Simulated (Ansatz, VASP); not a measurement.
## TiS2: VASP beside Ansatz

File POSCAR:

```
TiS2
1.0
    3.4106015668      0.0000000000      0.0000000000
   -1.7053007834      2.9536675990      0.0000000000
    0.0000000000      0.0000000000      5.7387203108
Ti S
1 2
Direct
    0.0000000000      0.0000000000      0.0000000000
    0.3333333333      0.6666666667      0.2449123130
    0.6666666667      0.3333333333      0.7550876870
```

The input INCAR.step1:

```
PREC = Accurate ; ENCUT = 550
ISMEAR = -1 ; SIGMA = 0.02
LREAL = F ; LASPH = T
NELM = 120 ; NBANDS = 19
GGA = PE ; ALGO = Normal
EDIFF = 1E-5 ; LWAVE = T
LCHARG = F ; GGA_COMPAT = F
```

Contents of INCAR.step2:

```
PREC = Accurate ; ENCUT = 550
EDIFF = 1E-6 ; ISMEAR = -1
SIGMA = 0.02 ; LREAL = F
LASPH = T ; NELM = 120
ALGO = Normal ; ISIF = 2
LWAVE = F ; LCHARG = F
METAGGA = R2SCAN ; LMIXTAU = T
NBANDS = 19 ; ISTART = 1
GGA_COMPAT = F
```

KPOINTS

```
regular mesh
0
Gamma
  12 12 4
```

Input for Ansatz:

```yaml
crystal:
  lattice:
    - [3.4106015668, 0.0, 0.0]
    - [-1.7053007834, 2.953667599, 0.0]
    - [0.0, 0.0, 5.7387203108]
  atoms:
    - { symbol: Ti, position: [0.0, 0.0, 0.0] }
    - { symbol: S, position: [0.3333333333, 0.6666666667, 0.244912313] }
    - { symbol: S, position: [0.6666666667, 0.3333333333, 0.755087687] }
kpoints:
  mp_grid: { grid: [12, 12, 4] }
  band_path:
    path:
      - [0.0, 0.0, 0.0]
      - [0.5, 0.0, 0.0]
      - [0.3333333333, 0.3333333333, 0.0]
      - [0.0, 0.0, 0.5]
      - [0.5, 0.0, 0.5]
      - [0.3333333333, 0.3333333333, 0.5]
    npoints: 1
hamiltonian:
  xc: r2scan
scf:
  occupations: { method: fermi_dirac, width: 0.02 }
  n_extra_bands: 4
output:
  forces: true
  stress: true
  eigenvalues: true
  write_density: true
  write_potential: true
  elf: true
  volumetric_format: npy
```

Alike in both runs: task single point; functional r2SCAN; k mesh 12 × 12 × 4; occupations fermi-dirac, width 0.02 eV; no spin polarisation.

|  | VASP | Ansatz |
| --- | --- | --- |
| version | VASP 6.6.1 | Ansatz 0.2.0 |
| potentials or method | VASP PAW PBE potentials, release 64 (Ti_sv, S) | plane waves, PAW |
| plane-wave cutoff (eV) | 550 | 500 |
| valence electrons in the cell | 24 | 24 |

VASP gave:

| Property | Result |
| --- | --- |
| pressure (GPa) | 1.1 |
| rms of the force components (eV/Å) | 0.014 |

Question: What did Ansatz give for the same quantities?

Answer: Pressure (GPa): 1.0; rms of the force components (eV/Å): 0.020.

VASP's potentials were made for PBE, not for r2SCAN. Atom by atom the forces differ by 0.006 eV/Å (rms over components). With one functional, cell and mesh, what is left measures potentials, basis and numerics.
